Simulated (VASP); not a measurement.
# MgO (Pmm2) in VASP: a series of runs

MgO is run at these levels: PBE; tasks: single point.

Everything below comes from runs of VASP 6.6.1. Logs are shortened: lines on timing, memory, paths and dates and some standing lists are left out, and cuts for length are marked.

### 1 The cell of the first run

It takes space group Pmm2 (No. 25, orthorhombic). Conventional cell: a = 5.634 Å, b = 5.634 Å, c = 5.634 Å, α = 90.00°, β = 90.00°, γ = 90.00°. Mg (site symmetry m) has 4 O at 1.98 to 2.00 Å within 2.6 Å. Within 2.5 Å of Mg (site symmetry m) lie 4 O at 1.92 to 2.06 Å. Mg (site symmetry mm2) has 4 O at 1.79 to 2.16 Å within 2.4 Å. Within 2.4 Å of Mg (site symmetry mm2) lie 4 O at 1.84 to 2.21 Å. Within 2.4 Å of O (site symmetry m) lie 4 Mg at 1.79 to 2.21 Å. Within 2.4 Å of O (site symmetry m) lie 4 Mg at 1.84 to 2.16 Å. O (site symmetry mm2) has 4 Mg at 1.92 to 2.00 Å within 2.5 Å. Within 2.6 Å of O (site symmetry mm2) lie 4 Mg at 1.98 to 2.06 Å.

### 2 Single point, PBE (atoms displaced along a vibrational mode)

Input file INCAR:

```
ALGO = Normal
EDIFF = 1E-6
ENCUT = 520
GGA = PE
ISIF = 2
ISMEAR = 0
LASPH = True
LCHARG = True
LELF = True
LREAL = False
LVHAR = True
LWAVE = False
NBANDS = 36
NELM = 80
PREC = Accurate
SIGMA = 0.05
```

Input file KPOINTS:

```
k-points
0
Gamma
  4 4 4
```

Input file POSCAR:

```
MgO
1.0
    5.6335409551      0.0000000000      0.0000000000
    0.0000000000      5.6335409551      0.0000000000
    0.0000000000      0.0000000000      5.6335409551
Mg O
6 6
Direct
    0.2500000000     -0.0069909459      0.5000000000
    0.0000000000      0.5089847967      0.2500000000
    0.5000000000      0.7249713367      0.0000000000
    0.7500000000     -0.0069909459      0.5000000000
    0.0000000000      0.5089847967      0.7500000000
    0.5000000000      0.2249713367      0.0000000000
    0.2500000000      0.5281695218      0.0000000000
    0.5000000000      0.0156477871      0.2500000000
    0.0000000000      0.7411761981      0.5000000000
    0.7500000000      0.5281695218      0.0000000000
    0.5000000000      0.0156477871      0.7500000000
    0.0000000000      0.2411761981      0.5000000000
```

Potentials or basis: VASP PAW PBE potentials, release 64 (Mg, O).

Started as:

```sh
cat potpaw_PBE.64/Mg/POTCAR potpaw_PBE.64/O/POTCAR > POTCAR
mpirun -np 1 vasp_std > vasp.out
```

OUTCAR:

```text
EDIFF = 1E-6
   ENCUT = 520
   GGA = PE
   ISIF = 2
   ISMEAR = 0
   LASPH = True
   LREAL = False
   NELM = 80
   PREC = Accurate

 ion  position               nearest neighbor table
   1  0.250  0.993  0.500-  12 1.98  11 2.00   8 2.00   9 2.00   4 2.82   4 2.82   5 3.38   2 3.38
                             6 3.41   6 3.41   3 3.49   3 3.49   2 3.52   5 3.52
   2  0.000  0.509  0.250-   9 1.92   7 1.99  10 1.99  12 2.06   5 2.82   5 2.82   3 3.38   3 3.38
                             4 3.38   1 3.38   4 3.52   1 3.52   6 3.53   6 3.53
   3  0.500  0.725  0.000-   7 1.79  10 1.79   8 2.16  11 2.16   6 2.82   6 2.82   2 3.38   5 3.38
                             2 3.38   5 3.38   4 3.49   1 3.49   4 3.49   1 3.49
   4  0.750  0.993  0.500-  12 1.98  11 2.00   8 2.00   9 2.00   1 2.82   1 2.82   5 3.38   2 3.38
                             6 3.41   6 3.41   3 3.49   3 3.49   2 3.52   5 3.52
   5  0.000  0.509  0.750-   9 1.92   7 1.99  10 1.99  12 2.06   2 2.82   2 2.82   3 3.38   3 3.38
                             1 3.38   4 3.38   4 3.52   1 3.52   6 3.53   6 3.53
   6  0.500  0.225  0.000-   8 1.84  11 1.84  10 2.21   7 2.21   3 2.82   3 2.82   4 3.41   1 3.41
                             4 3.41   1 3.41   5 3.53   2 3.53   2 3.53   5 3.53
   7  0.250  0.528  0.000-   3 1.79   2 1.99   5 1.99   6 2.21
   8  0.500  0.016  0.250-   6 1.84   4 2.00   1 2.00   3 2.16
   9  0.000  0.741  0.500-   2 1.92   5 1.92   4 2.00   1 2.00
  10  0.750  0.528  0.000-   3 1.79   2 1.99   5 1.99   6 2.21
  11  0.500  0.016  0.750-   6 1.84   4 2.00   1 2.00   3 2.16
  12  0.000  0.241  0.500-   1 1.98   4 1.98   2 2.06   5 2.06

  LATTYP: Found a simple cubic cell.
 ALAT       =     5.6335409551

  Lattice vectors:

 A1 = (   5.6335409551,   0.0000000000,   0.0000000000)
 A2 = (   0.0000000000,   5.6335409551,   0.0000000000)
 A3 = (   0.0000000000,   0.0000000000,   5.6335409551)

Analysis of symmetry for initial positions (statically):
=====================================================================
 Subroutine PRICEL returns:
 Original cell was already a primitive cell.

 Routine SETGRP: Setting up the symmetry group for a
 simple cubic supercell.

 Subroutine GETGRP returns: Found  4 space group operations
 (whereof  4 operations were pure point group operations)
 out of a pool of 48 trial point group operations.

The static configuration has the point symmetry C_2v.

Analysis of symmetry for dynamics (positions and initial velocities):
=====================================================================
 Subroutine PRICEL returns:
[... 143 lines left out ...]
   EFERMI =   0.00;   METHOD = LEGACY
   ISMEAR =     0;   SIGMA  =   0.05  broadening in eV -4-tet -1-fermi 0-gaus
   EFERMI_NEDOS =   21; number of points for ismear=-14 and -15
   IALGO  =     38    algorithm
   IMIX   =      4    mixing-type and parameters
     AMIX     =   0.40;   BMIX     =  1.00
     AMIX_MAG =   1.60;   BMIX_MAG =  1.00
  volume/ion in A,a.u.               =      14.90       100.54
  Fermi-wavevector in a.u.,A,eV,Ry     =   1.056105  1.995749 15.175365  1.115358
  Thomas-Fermi vector in A             =   2.191328
   LORBIT       =      0    0 simple, 1 ext, 2 COOP (PROOUT), +10 PAW based schemes
   GGA     = PE    functional components
   LHFCALC =     F    Hartree Fock is set to
   AEXX    =    0.0000 exact exchange contribution
   IVDW    =     0    specifies the selected vdW correction
   LEPSILON=     F    determine dielectric tensor
   LRPA    =     F    only Hartree local field effects (RPA)
 non-spin polarized calculation
 Gauss-broadening in eV      SIGMA  =   0.05
  energy-cutoff  :      520.00
  volume of cell :      178.79
 maximum number of plane-waves:      4842
 NGX is ok and might be reduce to    42
   NGX = 21   NGY = 21   NGZ = 21

 number of electron      47.9999966 magnetization

 Free energy of the ion-electron system (eV)
  ---------------------------------------------------
  ext. energy  EPLUGINS =         0.00000000
  ---------------------------------------------------
  free energy    TOTEN  =       -68.84397229 eV

  energy without entropy =      -68.84397229  energy(sigma->0) =      -68.84397229

 E-fermi :   0.1555     XC(G=0):  -8.3913

 val. band max:       -0.1277189296   @ k =   0.5000   0.5000   0.0000
 cond. band min:       2.7024000439   @ k =   0.0000   0.0000   0.0000
 fundamental gap:      2.8301189736
 Fermi energy:         0.1555464431

 k-point     1 :       0.0000    0.0000    0.0000
  band No.  band energies     occupation
      1     -16.2488      2.00000
      2     -15.8764      2.00000
      3     -15.8063      2.00000
      4     -15.4063      2.00000
      5     -15.3667      2.00000
      6     -15.2692      2.00000
[... 925 lines left out ...]
     35      10.7141      0.00000
     36      10.7860      0.00000

 [... further k-points ...]

------------------------ aborting loop because EDIFF is reached ----------------------------------------

  FORCE on cell =-STRESS in cart. coord.  units (eV):
  Direction    XX          YY          ZZ          XY          YZ          ZX
  --------------------------------------------------------------------------------------
  -------------------------------------------------------------------------------------
  Total        3.2514047      2.2881997      1.8985374      0.0000000      0.0000000      0.0000000
  in kB       29.1364907     20.5050172     17.0131748      0.0000000      0.0000000      0.0000000
  external PRESSURE =      22.2182276 kB  Pullay stress =       0.0000000 kB

 VOLUME and BASIS-vectors are now :
 -----------------------------------------------------------------------------
  energy-cutoff  :      520.00
  volume of cell :      178.79
      direct lattice vectors                 reciprocal lattice vectors
     5.633540955  0.000000000  0.000000000     0.177508251  0.000000000  0.000000000
     0.000000000  5.633540955  0.000000000     0.000000000  0.177508251  0.000000000
     0.000000000  0.000000000  5.633540955     0.000000000  0.000000000  0.177508251

 POSITION                                       TOTAL-FORCE (eV/Angst)
 -----------------------------------------------------------------------------------
      1.40839      5.59416      2.81677         0.040546      0.393760      0.000000
      0.00000      2.86739      1.40839        -0.000000     -0.641880     -0.187024
      2.81677      4.08416      0.00000        -0.000000      3.723979      0.000000
      4.22516      5.59416      2.81677        -0.040546      0.393760      0.000000
      0.00000      2.86739      4.22516        -0.000000     -0.641880      0.187024
      2.81677      1.26739      0.00000        -0.000000      2.838205      0.000000
      1.40839      2.97546      0.00000        -1.347698     -2.175501      0.000000
      2.81677      0.08815      1.40839        -0.000000     -1.578264      0.788750
      0.00000      4.17545      2.81677        -0.000000      0.819350      0.000000
      4.22516      2.97546      0.00000         1.347698     -2.175501      0.000000
      2.81677      0.08815      4.22516        -0.000000     -1.578264     -0.788750
      0.00000      1.35868      2.81677        -0.000000      0.622236      0.000000
 -----------------------------------------------------------------------------------
    total drift:                                0.000000      0.002329      0.000008

  FREE ENERGIE OF THE ION-ELECTRON SYSTEM (eV)
  ---------------------------------------------------
  free  energy   TOTEN  =       -68.8439722856 eV

  energy  without entropy=      -68.8439722856  energy(sigma->0) =      -68.84397229
```

It took 1.7 min on 1 thread of Intel Xeon 6975P-C (Granite Rapids), shared host; peak memory 0.32 GiB.

Results:

```
Free energy            : -68.8440 eV
Pressure               : 2.2 GPa
Largest force          : 3.724 eV/Å
Band gap on the k mesh : 2.83 eV (least direct gap 2.84 eV)
```

Forces in eV/Å, atoms in the order of the input:
```
Mg   0.041  0.394  0.000
Mg   0.000 -0.642 -0.187
Mg   0.000  3.724  0.000
Mg  -0.041  0.394  0.000
Mg   0.000 -0.642  0.187
Mg   0.000  2.838  0.000
O   -1.348 -2.176  0.000
O    0.000 -1.578  0.789
O    0.000  0.819  0.000
O    1.348 -2.176  0.000
O    0.000 -1.578 -0.789
O    0.000  0.622  0.000
```

Caveat: the cell differs from its parent crystal (atoms displaced along a vibrational mode); forces of over 1 eV/Å act on the atoms, so gaps and moduli don't describe the material at rest.

### 3 Single point, PBE (atoms displaced along a vibrational mode)

Input file INCAR:

```
ALGO = Normal
EDIFF = 1E-7
ENCUT = 520
GGA = PE
ISIF = 2
ISMEAR = 0
LASPH = T
LCHARG = F
LREAL = F
LWAVE = F
NBANDS = 36
NELM = 80
PREC = Accurate
SIGMA = 0.05
```

KPOINTS is that of step 2.

Input file POSCAR:

```
MgO
1.0
    5.6335409551      0.0000000000      0.0000000000
    0.0000000000      5.6335409551      0.0000000000
    0.0000000000      0.0000000000      5.6335409551
Mg O
6 6
Direct
    0.2500000000     -0.0071903310      0.5000000000
    0.0000000000      0.5087854116      0.2500000000
    0.5000000000      0.7299770693      0.0000000000
    0.7500000000     -0.0071903310      0.5000000000
    0.0000000000      0.5087854116      0.7500000000
    0.5000000000      0.2299770693      0.0000000000
    0.2500000000      0.5237877909      0.0000000000
    0.5000000000      0.0112660562      0.2500000000
    0.0000000000      0.7429409585      0.5000000000
    0.7500000000      0.5237877909      0.0000000000
    0.5000000000      0.0112660562      0.7500000000
    0.0000000000      0.2429409585      0.5000000000
```

Potentials or basis: VASP PAW PBE potentials, release 64 (Mg, O).

Started as:

```sh
cat potpaw_PBE.64/Mg/POTCAR potpaw_PBE.64/O/POTCAR > POTCAR
mpirun -np 1 vasp_std > vasp.out
```

Wall time 83 s (1 thread of Intel Xeon 6975P-C (Granite Rapids), shared host); peak memory 0.32 GiB.

Results (log left out):

| Property | Result |
| --- | --- |
| Free energy | -69.1877 eV |
| Pressure | 1.3 GPa |
| Largest force | 2.933 eV/Å |
| Band gap on the k mesh | 2.85 eV |

Forces on the atoms (eV/Å):
```
Mg   0.028  0.417  0.000
Mg   0.000 -0.616 -0.145
Mg   0.000  2.933  0.000
Mg  -0.028  0.417  0.000
Mg   0.000 -0.616  0.145
Mg   0.000  2.214  0.000
O   -0.901 -1.763  0.000
O    0.000 -1.189  0.465
O    0.000  0.656  0.000
O    0.901 -1.763  0.000
O    0.000 -1.189 -0.465
O    0.000  0.498  0.000
```

Stress tensor (GPa, compression positive):
```
1.85 0.00 0.00
0.00 1.27 0.00
0.00 0.00 0.91
```

Levels at points of the mesh, in eV from the valence-band top:
| k point | band 21 | band 22 | band 23 | band 24 | band 25 | band 26 | band 27 | band 28 |
| --- | --- | --- | --- | --- | --- | --- | --- | --- |
| (0.00, 0.00, 0.00) | -0.55 | -0.06 | -0.02 | 0.00 | 2.85 | 5.98 | 7.90 | 7.91 |
| (0.50, 0.00, 0.00) | -0.58 | -0.55 | -0.02 | -0.01 | 4.73 | 4.77 | 7.46 | 7.56 |
| (0.00, 0.50, 0.00) | -0.61 | -0.56 | -0.05 | 0.00 | 4.72 | 4.78 | 7.46 | 7.66 |
| (0.00, 0.00, 0.50) | -0.59 | -0.53 | -0.07 | -0.02 | 4.75 | 4.75 | 7.53 | 7.55 |
| (0.50, 0.50, 0.00) | -0.67 | -0.62 | -0.41 | 0.00 | 5.62 | 5.77 | 5.88 | 6.58 |
| (0.00, 0.50, 0.50) | -0.68 | -0.61 | -0.40 | -0.05 | 5.64 | 5.81 | 5.84 | 6.54 |
| (0.50, 0.00, 0.50) | -0.51 | -0.49 | -0.47 | -0.02 | 5.63 | 5.79 | 5.82 | 6.58 |
| (0.50, 0.50, 0.50) | -0.83 | -0.77 | -0.71 | -0.66 | 6.35 | 6.39 | 7.24 | 7.33 |

Caveat: the cell differs from its parent crystal (atoms displaced along a vibrational mode); forces of over 1 eV/Å act on the atoms, so gaps and moduli don't describe the material at rest.
